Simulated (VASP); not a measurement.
# K (Im-3m) in VASP: further runs

Runs on K. Level: LDA. Tasks: single point, relaxation of cell and atoms.

Everything below comes from runs of VASP 6.6.1. Logs are shortened: lines on timing, memory, paths and dates and some standing lists are left out, and cuts for length are marked.

## Step 1: The cell of the first run

Symmetry: Im-3m, No. 229, cubic system. Conventional cell: a = 5.059 Å, b = 5.059 Å, c = 5.059 Å, α = 90.00°, β = 90.00°, γ = 90.00°. Within 5.7 Å of K (site symmetry m-3m) lie 14 K at 4.38 to 5.06 Å.

## Step 2: Single point, LDA

INCAR

```
SYSTEM = K
ALGO = Normal
EDIFF = 1E-7
ENCUT = 520
ISIF = 2
ISMEAR = -1
LASPH = .TRUE.
LCHARG = .FALSE.
LREAL = .FALSE.
LWAVE = .FALSE.
NBANDS = 10
NELM = 100
PREC = Accurate
SIGMA = 0.05
```

KPOINTS

```
k-points
0
G
  6 6 6
  0 0 0
```

POSCAR

```
K
1.0
    4.3815831108     -0.0000000243     -0.0000000420
   -1.4605276807      4.1309961814     -0.0000000420
   -1.4605276807     -2.0654980300      3.5775476710
K
1
Direct
    0.0000000000      0.0000000000      0.0000000000
```

Potentials or basis: VASP PAW LDA potentials, release 64 (K_sv).

Run with:

```bash
cat potpaw_LDA.64/K_sv/POTCAR > POTCAR
mpirun -np 1 vasp_std > vasp.out
```

OUTCAR:

```text
SYSTEM = K
   EDIFF = 1E-7
   ENCUT = 520
   ISIF = 2
   ISMEAR = -1
   LASPH = .TRUE.
   LREAL = .FALSE.
   NELM = 100
   PREC = Accurate

 ion  position               nearest neighbor table
   1  0.000  0.000  0.000-

  LATTYP: Found a body centered cubic cell.
 ALAT       =     5.0594163769

  Lattice vectors:

 A1 = (   4.3815831108,  -0.0000000243,  -0.0000000420)
 A2 = (  -1.4605276807,   4.1309961814,  -0.0000000420)
 A3 = (  -1.4605276807,  -2.0654980300,   3.5775476710)

Analysis of symmetry for initial positions (statically):
=====================================================================
 Subroutine PRICEL returns:
 Original cell was already a primitive cell.

 Routine SETGRP: Setting up the symmetry group for a
 body centered cubic supercell.

 Subroutine GETGRP returns: Found 48 space group operations
 (whereof 48 operations were pure point group operations)
 out of a pool of 48 trial point group operations.

The static configuration has the point symmetry O_h .

Analysis of symmetry for dynamics (positions and initial velocities):
=====================================================================
 Subroutine PRICEL returns:
 Original cell was already a primitive cell.

 Routine SETGRP: Setting up the symmetry group for a
 body centered cubic supercell.

 Subroutine GETGRP returns: Found 48 space group operations
 (whereof 48 operations were pure point group operations)
 out of a pool of 48 trial point group operations.

The dynamic configuration has the point symmetry O_h .

 Subroutine INISYM returns: Found 48 space group operations
 (whereof 48 operations are pure point group operations),
 and found     1 'primitive' translations

----------------------------------------------------------------------------------------

                                     Primitive cell

  volume of cell :      64.7547

  direct lattice vectors                    reciprocal lattice vectors
     4.381583111 -0.000000024 -0.000000042     0.228228013  0.080690788  0.139760540
    -1.460527681  4.130996181 -0.000000042     0.000000003  0.242072364  0.139760540
    -1.460527681 -2.065498030  3.577547671     0.000000003  0.000000004  0.279521086

  length of vectors
     4.381583111  4.381583111  4.381583111     0.279521086  0.279521086  0.279521086

  position of ions in fractional coordinates (direct lattice)
     0.000000000  0.000000000  0.000000000

  ion indices of the primitive-cell ions
   primitive index   ion index
                 1           1

----------------------------------------------------------------------------------------

 KPOINTS: k-points

Automatic generation of k-mesh.
 Grid dimensions read from file:
 generate k-points for:    6    6    6

 Generating k-lattice:

  Cartesian coordinates                     Fractional coordinates (reciprocal lattice)
     0.038038002  0.013448465  0.023293423     0.166666667  0.000000000  0.000000000
     0.000000000  0.040345394  0.023293423     0.000000000  0.166666667  0.000000000
     0.000000000  0.000000001  0.046586848    -0.000000000 -0.000000000  0.166666667

  Length of vectors
     0.046586848  0.046586848  0.046586848

  Shift w.r.t. Gamma in fractional coordinates (k-lattice)
     0.000000000  0.000000000  0.000000000

 Subroutine IBZKPT returns following result:
 ===========================================

 Found     16 irreducible k-points:

 Following reciprocal coordinates:
            Coordinates               Weight
  0.000000  0.000000  0.000000      1.000000
  0.166667  0.000000 -0.000000     12.000000
  0.333333 -0.000000  0.000000     12.000000
  0.500000  0.000000 -0.000000      6.000000
  0.166667  0.166667  0.000000     24.000000
  0.333333  0.166667 -0.000000     48.000000
[... 8 lines left out ...]
  0.500000  0.500000  0.333333     12.000000
  0.500000  0.500000  0.500000      1.000000
   k-points           NKPTS =     16   k-points in BZ     NKDIM =     16   number of bands    NBANDS=     10
   number of dos      NEDOS =    301   number of ions     NIONS =      1
   total plane-waves  NPLWV =  46656
   dimension x,y,z NGX =    36 NGY =   36 NGZ =   36
   dimension x,y,z NGXF=    72 NGYF=   72 NGZF=   72
   ions per type =               1
   NGX,Y,Z   is equivalent  to a cutoff of  13.66, 13.66, 13.66 a.u.
   NGXF,Y,Z  is equivalent  to a cutoff of  27.32, 27.32, 27.32 a.u.
 SYSTEM =  K
   PREC   = accura    normal or accurate (medium, high low for compatibility)
   ISTART =      0    job   : 0-new  1-cont  2-samecut
   ICHARG =      2    charge: 1-file 2-atom 10-const
   ISPIN  =      1    spin polarized calculation?
   LNONCOLLINEAR =      F non collinear calculations
   LSORBIT =      F    spin-orbit coupling
   LASPH  =      T    aspherical Exc in radial PAW
   ENCUT  =  520.0 eV  38.22 Ry    6.18 a.u.   8.15  8.15  8.15*2*pi/ulx,y,z
   NELM   =    100;   NELMIN=  2; NELMDL= -5     # of ELM steps
   EDIFF  = 0.1E-06   stopping-criterion for ELM
   LREAL  =      F    real-space projection
   EDIFFG = 0.1E-05   stopping-criterion for IOM
   NSW    =      0    number of steps for IOM
   IBRION =     -1    ionic relax: 0-MD 1-quasi-New 2-CG
   NFREE  =      0    steps in history (QN), initial steepest desc. (CG)
   ISIF   =      2    stress and relaxation
   ISYM   =      2    0-nonsym 1-usesym 2-fastsym
   POTIM  = 0.5000    time-step for ionic-motion
   TEBEG  =    0.0;   TEEND  =   0.0 temperature during run
   PSTRESS=    0.0 pullay stress
   NELECT =       9.0000    total number of electrons
   NUPDOWN=      -1.0000    fix difference up-down
   EMIN   =  10.00;   EMAX   =-10.00  energy-range for DOS
   EFERMI =   0.00;   METHOD = LEGACY
   ISMEAR =    -1;   SIGMA  =   0.05  broadening in eV -4-tet -1-fermi 0-gaus
   EFERMI_NEDOS =   21; number of points for ismear=-14 and -15
   IALGO  =     38    algorithm
   IMIX   =      4    mixing-type and parameters
     AMIX     =   0.40;   BMIX     =  1.00
     AMIX_MAG =   1.60;   BMIX_MAG =  1.00
  volume/ion in A,a.u.               =      64.75       436.99
  Fermi-wavevector in a.u.,A,eV,Ry     =   0.848005  1.602498  9.784127  0.719113
  Thomas-Fermi vector in A             =   1.963601
   LORBIT       =      0    0 simple, 1 ext, 2 COOP (PROOUT), +10 PAW based schemes
   GGA     = CA    functional components
   LHFCALC =     F    Hartree Fock is set to
   AEXX    =    0.0000 exact exchange contribution
   IVDW    =     0    specifies the selected vdW correction
   LEPSILON=     F    determine dielectric tensor
   LRPA    =     F    only Hartree local field effects (RPA)
 non-spin polarized calculation
  energy-cutoff  :      520.00
  volume of cell :       64.75
 maximum number of plane-waves:      1756
 NGX is ok and might be reduce to    36
   NGX = 17   NGY = 17   NGZ = 17

 number of electron       9.0000001 magnetization

 Free energy of the ion-electron system (eV)
  ---------------------------------------------------
  ext. energy  EPLUGINS =         0.00000000
  ---------------------------------------------------
  free energy    TOTEN  =        -1.15153500 eV

  energy without entropy =       -1.13613114  energy(sigma->0) =       -1.14383307

 E-fermi :  -0.0001     XC(G=0):  -6.2070

 val. band max:       -0.2758717960   @ k =   0.1667   0.1667   0.1667
 cond. band min:       0.0123777930   @ k =   0.3333   0.1667  -0.0000
 fundamental gap:      0.2882495891
 Fermi energy:        -0.0001497807

 k-point     1 :       0.0000    0.0000    0.0000
  band No.  band energies     occupation
      1     -31.7666      2.00000
      2     -15.4345      2.00000
      3     -15.4345      2.00000
      4     -15.4345      2.00000
      5      -2.3740      2.00000
      6       4.2519      0.00000
      7       4.2519      0.00000
      8       4.2519      0.00000
      9       5.2756      0.00000
     10       5.2756      0.00000

 k-point     2 :       0.1667    0.0000   -0.0000
  band No.  band energies     occupation
      1     -31.7646      2.00000
      2     -15.4626      2.00000
      3     -15.4437      2.00000
      4     -15.4346      2.00000
      5      -1.9928      2.00000
      6       3.6632      0.00000
      7       3.8693      0.00000
      8       4.5738      0.00000
      9       5.0105      0.00000
     10       5.2356      0.00000

 k-point     3 :       0.3333   -0.0000    0.0000
  band No.  band energies     occupation
      1     -31.7605      2.00000
      2     -15.5177      2.00000
      3     -15.4619      2.00000
      4     -15.4347      2.00000
      5      -0.9356      2.00000
      6       2.1873      0.00000
      7       3.3105      0.00000
      8       5.1249      0.00000
      9       5.3898      0.00000
     10       5.4993      0.00000

 k-point     4 :       0.5000    0.0000   -0.0000
  band No.  band energies     occupation
      1     -31.7585      2.00000
      2     -15.5447      2.00000
      3     -15.4709      2.00000
      4     -15.4347      2.00000
      5       0.3707      0.00120
      6       0.7848      0.00000
      7       3.0879      0.00000
      8       4.9752      0.00000
      9       5.8025      0.00000
     10       6.4068      0.00000
[... 118 lines left out ...]
 k-point    14 :      -0.3333    0.3333    0.3333
  band No.  band energies     occupation
      1     -31.7555      2.00000
      2     -15.5069      2.00000
      3     -15.4923      2.00000
      4     -15.4923      2.00000
      5       0.2865      0.00646
      6       2.1510      0.00000
      7       3.5739      0.00000
      8       3.5739      0.00000
      9       4.1946      0.00000
     10       5.7631      0.00000

 k-point    15 :       0.5000    0.5000    0.3333
  band No.  band energies     occupation
      1     -31.7538      2.00000
      2     -15.5208      2.00000
      3     -15.5024      2.00000
      4     -15.4936      2.00000
      5       1.2801      0.00000
      6       1.4816      0.00000
      7       3.1529      0.00000
      8       3.6001      0.00000
      9       4.4080      0.00000
     10       6.5212      0.00000

 k-point    16 :       0.5000    0.5000    0.5000
  band No.  band energies     occupation
      1     -31.7523      2.00000
      2     -15.5128      2.00000
      3     -15.5128      2.00000
      4     -15.5128      2.00000
      5       1.5737      0.00000
      6       1.5737      0.00000
      7       3.7899      0.00000
      8       3.7899      0.00000
      9       3.7899      0.00000
     10       6.1038      0.00000

------------------------ aborting loop because EDIFF is reached ----------------------------------------

  FORCE on cell =-STRESS in cart. coord.  units (eV):
  Direction    XX          YY          ZZ          XY          YZ          ZX
  --------------------------------------------------------------------------------------
  -------------------------------------------------------------------------------------
  Total       -0.0103916     -0.0103916     -0.0103916      0.0000000     -0.0000000     -0.0000000
  in kB       -0.2571110     -0.2571110     -0.2571110      0.0000000     -0.0000000     -0.0000000
  external PRESSURE =      -0.2571110 kB  Pullay stress =       0.0000000 kB

 VOLUME and BASIS-vectors are now :
 -----------------------------------------------------------------------------
  energy-cutoff  :      520.00
  volume of cell :       64.75
      direct lattice vectors                 reciprocal lattice vectors
     4.381583111 -0.000000024 -0.000000042     0.228228013  0.080690788  0.139760540
    -1.460527681  4.130996181 -0.000000042     0.000000003  0.242072364  0.139760540
    -1.460527681 -2.065498030  3.577547671     0.000000003  0.000000004  0.279521086

 POSITION                                       TOTAL-FORCE (eV/Angst)
 -----------------------------------------------------------------------------------
      0.00000      0.00000      0.00000         0.000000      0.000000      0.000000
 -----------------------------------------------------------------------------------
    total drift:                                0.000000      0.000000     -0.000000

  FREE ENERGIE OF THE ION-ELECTRON SYSTEM (eV)
  ---------------------------------------------------
  free  energy   TOTEN  =        -1.1515349962 eV

  energy  without entropy=       -1.1361311403  energy(sigma->0) =       -1.14383307
```

It took 10 s on 1 thread of Intel Xeon Platinum 8488C (Sapphire Rapids), shared host; peak memory 0.16 GiB.

What came out:

```yaml
Free_energy: -1.1515 eV
Pressure: 0.0 GPa
Band_gap_on_the_k_mesh: zero (an odd number of electrons rules out a gap without spin polarisation)
```

## Step 3: Relaxation of cell and atoms, LDA

This run uses another cell than the first one, of 71.32 Å³/atom.

INCAR

```
PREC = Accurate
ENCUT = 600
EDIFF = 1E-6
ISMEAR = -1
SIGMA = 0.05
LREAL = F
LASPH = T
NELM = 80
ALGO = Normal
ISIF = 3
LWAVE = F
LCHARG = F
GGA = CA
IBRION = 2
NSW = 60
EDIFFG = -0.03
```

KPOINTS

```
Automatic mesh
0
Gamma
  6 6 6
```

POSCAR

```
K
1.0
    4.5249830000      0.0000000000      0.0000000000
   -1.5083276194      4.2661949021      0.0000000000
   -1.5083276194     -2.1330973508      3.6946332206
K
1
Direct
    0.0000000000      0.0000000000      0.0000000000
```

Potentials or basis: VASP PAW LDA potentials, release 64 (K_sv).

Run with:

```bash
cat potpaw_LDA.64/K_sv/POTCAR > POTCAR
mpirun -np 1 vasp_std > vasp.out
```

It took 35 s on 1 thread of Intel Xeon Platinum 8488C (Sapphire Rapids), shared host; peak memory 0.18 GiB.

It converged, with:

* Free energy: -1.1517 eV
* Relaxed volume: 64.65 Å³/atom
* Relaxed cell: a = 4.379 Å, b = 4.379 Å, c = 4.379 Å, α = 109.47°, β = 109.47°, γ = 109.47°
* Space group after relaxing (to 0.1 Å): Im-3m (No. 229)
* Energy gained by relaxing: 8.3 meV/atom
* Ionic steps: 5
* Pressure after relaxing: 0.0 GPa
* Band gap on the k mesh: zero (an odd number of electrons rules out a gap without spin polarisation)

The path:
| step | energy change (eV) | largest force (eV/Å) | pressure (GPa) | volume (Å³) |
| --- | --- | --- | --- | --- |
| 1 | 0.0000 | 0.0000 | -0.36 | 71.32 |
| 2 | -0.0034 | 0.0000 | -0.29 | 69.66 |
| 3 | -0.0076 | 0.0000 | -0.12 | 66.41 |
| 4 | -0.0037 | 0.0000 | 0.35 | 60.22 |
| 5 | -0.0083 | 0.0000 | -0.01 | 64.65 |

Final structure:
```yaml
crystal:
  lattice:
    - [4.37912, 0.00000, 0.00000]
    - [-1.45971, 4.12867, 0.00000]
    - [-1.45971, -2.06434, 3.57554]
  atoms:
    - { symbol: K, position: [0.00000, 0.00000, 0.00000] }
```

Levels at points of the mesh, in eV from the Fermi level:
```csv
k point,band 2,band 3,band 4,band 5,band 6,band 7
"(0.00, 0.00, 0.00)",-15.43,-15.43,-15.43,-2.38,4.25,4.25
"(0.50, 0.00, 0.00)",-15.54,-15.47,-15.43,0.37,0.79,3.09
"(0.50, 0.50, 0.50)",-15.51,-15.51,-15.51,1.57,1.57,3.79
```

LDA usually gives volumes a few per cent too small. Zero-point motion and thermal expansion aren't in these numbers.
